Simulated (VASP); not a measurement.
Crystal: Pb.

```
CELL_PARAMETERS angstrom
0.00000 3.46178 3.46178
3.46178 0.00000 3.46178
3.46178 3.46178 0.00000
ATOMIC_POSITIONS crystal
Pb 0.25000 0.25000 0.25000
Pb 0.00000 0.00000 0.00000
```

This cell differs from its parent crystal: volume scaled by 1.02.

Base run:

- Program: VASP 6.6.1
- Functional: PBEsol
- Potentials or basis: VASP PAW PBE potentials, release 64 (Pb_d)
- Cutoff: 520 eV
- k mesh: 7 × 7 × 7
- Occupations: fermi-dirac, width 0.05 eV
- Spin: no spin polarisation

Its results: band gap on the k mesh zero (band 14 reaches 4.38 eV, above the bottom of band 15 at 3.30 eV); pressure -0.2 GPa.

Problem. After a change of settings the same cell gave: band gap on the k mesh zero (band 14 reaches 4.40 eV, above the bottom of band 15 at 3.27 eV); pressure 0.4 GPa. Which change was it?
A. functional from PBEsol to r2SCAN
B. functional from PBEsol to LDA; potentials or basis from VASP PAW PBE potentials, release 64 (Pb_d) to VASP PAW LDA potentials, release 64 (Pb_d)
C. functional from PBEsol to PBE

Solution. A.

Caveats: the PAW data sets were made with another functional, which shifts forces and pressure a little; spin-orbit coupling is left out, which moves the levels of the heavy elements.
